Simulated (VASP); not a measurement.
## WC: relaxation of cell and atoms with PBEsol

WC:

```
W C
1.0
     2.88880    0.00000    0.00000
    -1.44440    2.50177    0.00000
     0.00000    0.00000    2.81903
W C
1 1
Direct
  0.00000 0.00000 0.00000
  0.66667 0.33333 0.50000
```

```json
{
  "Program": "VASP 6.6.1",
  "Task": "relaxation of cell and atoms",
  "Functional": "PBEsol",
  "Potentials or basis": "VASP PAW PBE potentials, release 64 (W_sv, C)",
  "Cutoff": "600 eV",
  "k mesh": "18 × 18 × 14",
  "Occupations": "gaussian, width 0.1 eV",
  "Spin": "no spin polarisation",
  "Target pressure": "4 GPa",
  "Dipole correction": "no",
  "Further INCAR settings": "ALGO = Normal; EDIFF = 1e-06; IBRION = 2; EDIFFG = -0.008; NSW = 70; ISIF = 3"
}
```

```json
{
 "Relaxed volume": "10.22 Å³/atom",
 "Relaxed cell": "a = 2.891 Å, b = 2.891 Å, c = 2.823 Å, α = 90.00°, β = 90.00°, γ = 120.00°",
 "Space group after relaxing (to 0.1 Å)": "P-6m2 (No. 187)",
 "Energy change on relaxing (the run minimises the enthalpy)": "-0.9 meV/atom",
 "Ionic steps": "3",
 "Pressure after relaxing": "4.0 GPa",
 "Band gap on the k mesh": "zero (bands 9 and 10 overlap by 1.25 eV)"
}
```

Stress tensor (GPa, compression positive):
```
3.94 0.00 0.00
0.00 3.94 0.00
0.00 0.00 4.08
```

Step by step:
```csv
step,energy change (eV),largest force (eV/Å),pressure (GPa),volume (Å³)
1,0.0000,0.0000,5.33,20.37
2,-0.0041,0.0000,0.05,20.62
3,-0.0019,0.0000,3.98,20.44
```

Final structure:
```
W C
1.0
     2.89117    0.00000    0.00000
    -1.44558    2.50382    0.00000
     0.00000    0.00000    2.82311
W C
1 1
Cartesian
  0.0000 0.0000 2.8231
  1.4456 0.8346 1.4116
```

Levels at points of the mesh, in eV from the Fermi level:
| k point | band 7 | band 8 | band 9 | band 10 | band 11 | band 12 |
| --- | --- | --- | --- | --- | --- | --- |
| (0.00, 0.00, 0.00) | -3.39 | -3.39 | 0.12 | 3.30 | 3.30 | 5.74 |
| (0.50, 0.00, 0.00) | -3.69 | -3.66 | -0.44 | 2.38 | 4.63 | 5.02 |
| (0.00, 0.00, 0.50) | -2.04 | -2.04 | -0.62 | -0.62 | 3.75 | 4.57 |
| (0.50, 0.00, 0.50) | -4.39 | -4.21 | 0.32 | 4.54 | 5.44 | 6.81 |

It took 60 s on 1 thread of AMD EPYC 9R45 96-Core Processor (Zen 5), with other jobs on the host, peak memory 0.2 GiB.

Caveat: the cell is relaxed towards a set pressure, so the run minimises the enthalpy, not the energy; the PAW data sets were made with another functional, which shifts forces and pressure a little; spin-orbit coupling is left out, which moves the levels of the heavy elements.
